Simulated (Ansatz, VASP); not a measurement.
# One calculation of CeO2, two programs

```
Ce O
1.0
     0.04078    2.71868    2.71868
     2.71868    0.04078    2.71868
     2.75946    2.75946    0.00000
Ce O
1 2
Direct
  0.00000 0.00000 0.00000
  0.25000 0.25000 0.25000
  0.75000 0.75000 0.75000
```

Change from the starting cell: strain e6 = +0.03, atoms carried along.

Alike in both runs: task single point; functional r2SCAN; k mesh 8 × 8 × 8; occupations gaussian, width 0.05 eV; no spin polarisation.

|  | VASP | Ansatz |
| --- | --- | --- |
| version | VASP 6.6.1 | Ansatz 0.2.0 |
| potentials or method | VASP PAW PBE potentials, release 64 (Ce, O), cutoff 520 eV | scalar-relativistic, plane waves, PAW |
| valence electrons in the cell | 24 | 24 |

Ansatz gave:

- gap on the k mesh at the Fermi level (eV): 2.20
- least direct gap on the mesh (eV): 2.33
- pressure (GPa): 0.2
- traceless stress, the component that is largest in VASP (GPa): -1.70
- rms of the force components (eV/Å): 0.018

Task: Estimate VASP's values.

Result: gap on the k mesh at the Fermi level (eV): 2.16; least direct gap on the mesh (eV): 2.29; pressure (GPa): 0.0; traceless stress, the component that is largest in VASP (GPa): -1.71; rms of the force components (eV/Å): 0.018.

VASP's potentials were made for PBE, not for r2SCAN. Atom by atom the forces differ by 0.000 eV/Å (rms over components).

Neither program's run includes spin-orbit coupling.
